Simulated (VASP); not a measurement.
# C in VASP: single point with PBEsol

Aim: the single point of C with PBEsol.

Program: VASP 6.6.1. These are calculated values, not measurements. Logs are shortened: lines on timing, memory, paths and dates and some standing lists are left out, and cuts for length are marked.

## 1. The cell of the first run

The cell holds a slab with vacuum, 64 atoms: a = 5.026 Å, b = 5.026 Å, c = 27.327 Å, α = 90.00°, β = 90.00°, γ = 90.00°.

## 2. Single point, PBEsol

INCAR reads:

```
PREC = Accurate
ENCUT = 520
EDIFF = 1E-6
ISMEAR = -1
SIGMA = 0.05
LREAL = Auto
LASPH = T
NELM = 120
ALGO = Normal
ISIF = 2
LWAVE = F
LCHARG = F
GGA = PS
NBANDS = 166
GGA_COMPAT = F
NELMDL = -8
```

KPOINTS reads:

```
regular mesh
0
Gamma
  3 3 1
```

POSCAR reads:

```
C
1.0
    3.5538030000      3.5538030000      0.0000000000
   -3.5538030000      3.5538030000      0.0000000000
    0.0000000000      0.0000000000     27.3267610000
C
64
Direct
    0.0006130000      0.1129210000      0.2623590000
    0.0005980000      0.9951360000      0.3862800000
    0.0005990000      0.0004220000      0.5159950000
    0.0006110000      0.0000220000      0.6493340000
    0.5006180000      0.3868910000      0.2623690000
    0.5006000000      0.5048220000      0.3862250000
    0.5005990000      0.4996420000      0.5165580000
    0.5006080000      0.5001290000      0.6435510000
    0.2506110000      0.0179860000      0.2871130000
    0.2505990000      0.9955640000      0.4187820000
    0.2506010000      0.0004710000      0.5483340000
    0.2506150000      0.0000420000      0.6837900000
    0.7506100000      0.4818640000      0.2871130000
    0.7505970000      0.5044060000      0.4186990000
    0.7506000000      0.4995990000      0.5492190000
    0.7506120000      0.5001350000      0.6741400000
    0.0006130000      0.3869000000      0.2623590000
    0.0005970000      0.5048230000      0.3862250000
    0.0005980000      0.4996420000      0.5165580000
    0.0006070000      0.5001290000      0.6435520000
    0.5006190000      0.1129070000      0.2623470000
    0.5006030000      0.9951350000      0.3862800000
    0.5005990000      0.0004240000      0.5159950000
    0.5006100000      0.0000190000      0.6493350000
    0.2506170000      0.4818610000      0.2871140000
    0.2505980000      0.5044070000      0.4186990000
    0.2506000000      0.4995950000      0.5492190000
    0.2506170000      0.5001380000      0.6741410000
    0.7506150000      0.0179720000      0.2871110000
    0.7506000000      0.9955670000      0.4187820000
    0.7506000000      0.0004730000      0.5483350000
    0.7506090000      0.0000390000      0.6837900000
    0.2506050000      0.7500140000      0.3162500000
    0.2505960000      0.7495670000      0.4517070000
    0.2506090000      0.7544700000      0.5812560000
    0.2506130000      0.7319780000      0.7129400000
    0.7506120000      0.2499210000      0.3259050000
    0.7505960000      0.2504340000      0.4508220000
    0.7506040000      0.2456260000      0.5813450000
    0.7506160000      0.2680980000      0.7129180000
    0.0006060000      0.2499340000      0.3564920000
    0.0005960000      0.2503980000      0.4834830000
    0.0006070000      0.2452110000      0.6138190000
    0.0006140000      0.3629900000      0.7376840000
    0.5006160000      0.7499720000      0.3507090000
    0.5005980000      0.7496250000      0.4840460000
    0.5006090000      0.7548830000      0.6137590000
    0.5006160000      0.6369780000      0.7376850000
    0.2506060000      0.2499190000      0.3259030000
    0.2505950000      0.2504320000      0.4508220000
    0.2506050000      0.2456230000      0.5813450000
    0.2506150000      0.2680920000      0.7129190000
    0.7506080000      0.7500150000      0.3162500000
    0.7505950000      0.7495670000      0.4517060000
    0.7506070000      0.7544720000      0.5812560000
    0.7506170000      0.7319850000      0.7129390000
    0.0006080000      0.7499710000      0.3507090000
    0.0005980000      0.7496260000      0.4840460000
    0.0006060000      0.7548860000      0.6137590000
    0.0006170000      0.6369800000      0.7376830000
    0.5006010000      0.2499290000      0.3564910000
    0.5005960000      0.2503970000      0.4834820000
    0.5006030000      0.2452130000      0.6138180000
    0.5006150000      0.3629910000      0.7376830000
```

Potentials or basis: VASP PAW PBE potentials, release 64 (C).

Command:

```console
$ cat potpaw_PBE.64/C/POTCAR > POTCAR
$ mpirun -np 1 vasp_std > vasp.out
```

OUTCAR:

```text
PREC = Accurate
   ENCUT = 520
   EDIFF = 1E-6
   ISMEAR = -1
   LREAL = Auto
   LASPH = T
   NELM = 120
   ISIF = 2
   GGA = PS
   NELMDL = -8

 ion  position               nearest neighbor table
   1  0.001  0.113  0.262-  17 1.38  29 1.50   9 1.50
   2  0.001  0.995  0.386-  41 1.52  30 1.54  10 1.54  57 1.57
   3  0.001  0.000  0.516-  58 1.53  11 1.54  31 1.54  42 1.54
   4  0.001  0.000  0.649-  43 1.57  59 1.57  32 1.57  12 1.57
   5  0.501  0.387  0.262-  21 1.38  13 1.50  25 1.50
   6  0.501  0.505  0.386-  61 1.52  14 1.54  26 1.54  45 1.57
   7  0.501  0.500  0.517-  46 1.54  27 1.54  15 1.54  62 1.54
   8  0.501  0.500  0.644-  28 1.51  16 1.51  63 1.52  47 1.52
   9  0.251  0.018  0.287-   1 1.50  21 1.50  33 1.56  49 1.58
  10  0.251  0.996  0.419-  34 1.53   2 1.54  22 1.54  50 1.55
  11  0.251  0.000  0.548-  51 1.53  35 1.53  23 1.54   3 1.54
  12  0.251  0.000  0.684-  52 1.56  36 1.57  24 1.57   4 1.57
  13  0.751  0.482  0.287-   5 1.50  17 1.50  53 1.57  37 1.58
  14  0.751  0.504  0.419-  54 1.53   6 1.54  18 1.54  38 1.55
  15  0.751  0.500  0.549-  19 1.54   7 1.54  39 1.55  55 1.55
  16  0.751  0.500  0.674-  20 1.51   8 1.51  56 1.58  40 1.58
  17  0.001  0.387  0.262-   1 1.38  13 1.50  25 1.50
[... 33 lines left out ...]
  51  0.251  0.246  0.581-  11 1.53  63 1.54  43 1.54  27 1.55
  52  0.251  0.268  0.713-  64 1.50  44 1.50  12 1.56  28 1.58
  53  0.751  0.750  0.316-  29 1.56  13 1.57  45 1.57  57 1.57
  54  0.751  0.750  0.452-  14 1.53  30 1.53  46 1.54  58 1.54
  55  0.751  0.754  0.581-  31 1.53  47 1.54  59 1.54  15 1.55
  56  0.751  0.732  0.713-  60 1.50  48 1.50  32 1.57  16 1.58
  57  0.001  0.750  0.351-  18 1.57   2 1.57  33 1.57  53 1.57
  58  0.001  0.750  0.484-   3 1.53  34 1.54  54 1.54  19 1.54
  59  0.001  0.755  0.614-  20 1.52  55 1.54  35 1.54   4 1.57
  60  0.001  0.637  0.738-  44 1.38  36 1.50  56 1.50
  61  0.501  0.250  0.356-  49 1.51  37 1.51   6 1.52  22 1.52
  62  0.501  0.250  0.483-  23 1.54  38 1.54  50 1.54   7 1.54
  63  0.501  0.245  0.614-   8 1.52  51 1.54  39 1.54  24 1.57
  64  0.501  0.363  0.738-  48 1.38  52 1.50  40 1.50

  LATTYP: Found a simple tetragonal cell.
 ALAT       =     5.0258364006
 C/A-ratio  =     5.4372563732

  Lattice vectors:

 A1 = (   3.5538030000,   3.5538030000,   0.0000000000)
 A2 = (  -3.5538030000,   3.5538030000,   0.0000000000)
 A3 = (   0.0000000000,   0.0000000000,  27.3267610000)

Analysis of symmetry for initial positions (statically):
=====================================================================
 Subroutine PRICEL returns:
[... 232 lines left out ...]
   NFREE  =      0    steps in history (QN), initial steepest desc. (CG)
   ISIF   =      2    stress and relaxation
   ISYM   =      2    0-nonsym 1-usesym 2-fastsym
   POTIM  = 0.5000    time-step for ionic-motion
   TEBEG  =    0.0;   TEEND  =   0.0 temperature during run
   PSTRESS=    0.0 pullay stress
   NELECT =     256.0000    total number of electrons
   NUPDOWN=      -1.0000    fix difference up-down
   EMIN   =  10.00;   EMAX   =-10.00  energy-range for DOS
   EFERMI =   0.00;   METHOD = LEGACY
   ISMEAR =    -1;   SIGMA  =   0.05  broadening in eV -4-tet -1-fermi 0-gaus
   EFERMI_NEDOS =   21; number of points for ismear=-14 and -15
   IALGO  =     38    algorithm
   IMIX   =      4    mixing-type and parameters
     AMIX     =   0.40;   BMIX     =  1.00
     AMIX_MAG =   1.60;   BMIX_MAG =  1.00
  volume/ion in A,a.u.               =      10.79        72.78
  Fermi-wavevector in a.u.,A,eV,Ry     =   1.176215  2.222723 18.823396  1.383481
  Thomas-Fermi vector in A             =   2.312582
   LORBIT       =      0    0 simple, 1 ext, 2 COOP (PROOUT), +10 PAW based schemes
   GGA     = PS    functional components
   LHFCALC =     F    Hartree Fock is set to
   AEXX    =    0.0000 exact exchange contribution
   IVDW    =     0    specifies the selected vdW correction
   LEPSILON=     F    determine dielectric tensor
   LRPA    =     F    only Hartree local field effects (RPA)
 non-spin polarized calculation
  energy-cutoff  :      520.00
  volume of cell :      690.25
 maximum number of plane-waves:     18607
 NGX is ok and might be reduce to    40
   NGX = 19   NGY = 19   NGZ =101

 number of electron     256.0000023 magnetization

 Free energy of the ion-electron system (eV)
  ---------------------------------------------------
  ext. energy  EPLUGINS =         0.00000000
  ---------------------------------------------------
  free energy    TOTEN  =      -599.76733337 eV

  energy without entropy =     -599.76733195  energy(sigma->0) =     -599.76733266

 E-fermi :   3.0919     XC(G=0):  -7.6784

 val. band max:        2.4274902546   @ k =   0.0000   0.0000   0.0000
 cond. band min:       3.7950723857   @ k =   0.0000   0.3333   0.0000
 fundamental gap:      1.3675821310
 Fermi energy:         3.0919433262

 k-point     1 :       0.0000    0.0000    0.0000
  band No.  band energies     occupation
      1     -19.3087      2.00000
      2     -18.9853      2.00000
      3     -18.4523      2.00000
      4     -17.6691      2.00000
      5     -16.5944      2.00000
      6     -15.2599      2.00000
[... 704 lines left out ...]
    139       8.2660      0.00000
    140       8.6012      0.00000
 [bands above 140 left out]

------------------------ aborting loop because EDIFF is reached ----------------------------------------

  FORCE on cell =-STRESS in cart. coord.  units (eV):
  Direction    XX          YY          ZZ          XY          YZ          ZX
  --------------------------------------------------------------------------------------
  -------------------------------------------------------------------------------------
  Total        5.5788757      5.5755248      2.1140353     16.7411737     -0.0102691      0.0143690
  in kB       12.9494826     12.9417045      4.9070216     38.8590011     -0.0238363      0.0333529
  external PRESSURE =      10.2660696 kB  Pullay stress =       0.0000000 kB

 VOLUME and BASIS-vectors are now :
 -----------------------------------------------------------------------------
  energy-cutoff  :      520.00
  volume of cell :      690.25
      direct lattice vectors                 reciprocal lattice vectors
     3.553803000  3.553803000  0.000000000     0.140694349  0.140694349  0.000000000
    -3.553803000  3.553803000  0.000000000    -0.140694349  0.140694349  0.000000000
     0.000000000  0.000000000 27.326761000     0.000000000  0.000000000  0.036594165

 POSITION                                       TOTAL-FORCE (eV/Angst)
 -----------------------------------------------------------------------------------
     -0.39912      0.40348      7.16942         0.048483     -0.046638     -0.047769
     -3.53439      3.53864     10.55578        -0.000537      0.000602      0.006188
      0.00063      0.00363     14.10047        -0.000640      0.000506     -0.010103
      0.00209      0.00225     17.74420         0.000220      0.002162     -0.008953
      0.40416      3.15403      7.16969        -0.050899      0.049056     -0.052405
     -0.01500      3.57307     10.55428         0.001422     -0.000306      0.007680
[... 56 lines left out ...]
      0.90761      2.65048     16.77366         0.001096      0.000877     -0.003731
      0.48909      3.06909     20.15849         0.047488     -0.047000      0.043980
 -----------------------------------------------------------------------------------
    total drift:                               -0.038801     -0.037261     -0.033488

  FREE ENERGIE OF THE ION-ELECTRON SYSTEM (eV)
  ---------------------------------------------------
  free  energy   TOTEN  =      -599.7673333742 eV

  energy  without entropy=     -599.7673319476  energy(sigma->0) =     -599.76733266
```

It took 46 min on 1 thread of Intel Xeon 8259CL, shared host; peak memory 0.84 GiB.

What came out:

| Property | Result |
| --- | --- |
| Free energy | -599.7673 eV |
| Largest force | 0.088 eV/Å |

Forces on the atoms (eV/Å):
```
C    0.048 -0.047 -0.048
C   -0.001  0.001  0.006
C   -0.001  0.001 -0.010
C    0.000  0.002 -0.009
C   -0.051  0.049 -0.052
C    0.001  0.000  0.008
C   -0.001 -0.002 -0.004
C    0.002 -0.001 -0.005
C    0.028 -0.030 -0.004
C   -0.007  0.007 -0.003
C    0.001  0.001 -0.009
C    0.004 -0.007  0.022
C   -0.035  0.035  0.003
C    0.008 -0.005 -0.007
C   -0.001  0.000 -0.001
C    0.003 -0.001  0.006
C   -0.050  0.051 -0.047
C    0.002  0.000  0.008
C   -0.001 -0.002 -0.003
C    0.002  0.000 -0.006
C    0.047 -0.048 -0.041
C   -0.002  0.000  0.006
C    0.000  0.000 -0.010
C    0.000  0.003 -0.010
C   -0.038  0.033  0.002
C    0.008 -0.005 -0.006
C   -0.002  0.001 -0.001
C    0.002 -0.003  0.004
C    0.024 -0.030 -0.002
C   -0.007  0.007 -0.003
C    0.001  0.001 -0.010
C    0.004 -0.005  0.022
C    0.007 -0.007 -0.018
C    0.001  0.001  0.010
C    0.007 -0.009  0.008
C   -0.036  0.034 -0.006
C    0.003 -0.004 -0.007
C    0.000 -0.003 -0.004
C   -0.006  0.010  0.008
C    0.030 -0.033  0.000
C    0.003  0.001  0.005
C    0.000 -0.001  0.005
C    0.000  0.001 -0.005
C    0.047 -0.047  0.043
C   -0.005  0.003  0.004
C    0.002 -0.001  0.011
C   -0.003  0.001 -0.006
C   -0.050  0.050  0.050
C    0.004 -0.002 -0.005
C    0.000 -0.003 -0.004
C   -0.006  0.009  0.007
C    0.030 -0.032 -0.001
C    0.007 -0.008 -0.018
C    0.001  0.001  0.011
C    0.008 -0.009  0.008
C   -0.035  0.031 -0.005
C   -0.004  0.004  0.004
C    0.002 -0.002  0.011
C   -0.002  0.002 -0.006
C   -0.050  0.049  0.051
C    0.003  0.002  0.006
C    0.000 -0.001  0.006
C    0.001  0.001 -0.004
C    0.047 -0.047  0.044
```

Caveat: there is no dipole correction, which matters where the two faces differ; the PAW data sets were made with another functional, which shifts forces and pressure a little.
